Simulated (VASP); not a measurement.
Wanted: the native input for a VASP 6.6.1 run.

- Task: single point
- Functional: PBE
- Potentials or basis: VASP PAW PBE potentials, release 64 (Pd)
- Cutoff: 520 eV
- k mesh: 12 × 12 × 12
- Occupations: fermi-dirac, width 0.05 eV
- Spin: no spin polarisation
- Dipole correction: no
- Further INCAR settings: ALGO = Normal; EDIFF = 1e-07; NBANDS = 11

The structure of Pd lies in POSCAR:

```
Pd
1.0
   -1.5617284606      1.5617284606      1.5617284606
    1.5617284606     -1.5617284606      1.5617284606
    1.5617284606      1.5617284606     -1.5617284606
Pd
1
Direct
    0.0000000000      0.0000000000      0.0000000000
```

This cell differs from its parent crystal: volume scaled by 0.98.

One way to write it, as run:

INCAR

```
PREC     = Accurate       # precision mode
ENCUT    = 520            # plane-wave cutoff, eV
EDIFF    = 1E-7           # SCF threshold, eV
ISMEAR   = -1             # smearing method
SIGMA    = 0.05           # smearing width, eV
LREAL    = F              # projectors in reciprocal space
LASPH    = T              # aspherical terms in the spheres
NELM     = 100            # most SCF steps
ALGO     = Normal         # electronic algorithm
ISIF     = 2              # what is computed and relaxed
LWAVE    = F              # write WAVECAR
LCHARG   = T              # write CHGCAR
GGA      = PE             # functional
LELF     = T              # ELF
LVHAR    = T            
NBANDS   = 11             # bands
```

KPOINTS

```
regular mesh
0
Gamma
  12 12 12
```

Potentials or basis: VASP PAW PBE potentials, release 64 (Pd).

Command:

```bash
$ cat potpaw_PBE.64/Pd/POTCAR > POTCAR
$ mpirun -np 1 vasp_std > vasp.out
```

Results of the run:

```yaml
Pressure: 1.9 GPa
Band_gap_on_the_k_mesh: zero (band 5 reaches 9.82 eV, above the bottom of band 6 at 8.22 eV)
```

Run time: 4.5 s on 1 thread of Intel(R) Xeon(R) 6975P-C (Granite Rapids), with other jobs on the host, peak memory 0.13 GiB.
